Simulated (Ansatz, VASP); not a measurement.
Se: VASP beside Ansatz

```
Se
1.0
     0.00000    2.48030    2.48030
     2.48030    0.00000    2.48030
     2.48030    2.48030    0.00000
Se
2
Direct
  0.87500 0.87500 0.87500
  0.12500 0.12500 0.12500
```

Change from the starting cell: volume scaled by 0.52, LAPW.

Alike in both runs: task single point; functional LDA; k mesh 11 × 11 × 11; occupations fermi-dirac, width 0.08 eV; no spin polarisation.

|  | VASP | Ansatz |
| --- | --- | --- |
| version | VASP 6.6.1 | Ansatz 0.2.0 |
| potentials or method | VASP PAW LDA potentials, release 64 (Se), cutoff 520 eV | all-electron LAPW, scalar-relativistic |

```tsv
	VASP	Ansatz	Ansatz less VASP
pressure (GPa)	111.1	109.1	-1.95
```

LDA's correlation is that of Perdew and Zunger in VASP and of Perdew and Wang (1992) in Ansatz. Both programs put the cell under a high pressure, so it lies far from rest at this level. Ansatz ran all-electron here, and VASP with PAW potentials.

Noted on VASP's run: the cell as given lies far from equilibrium.
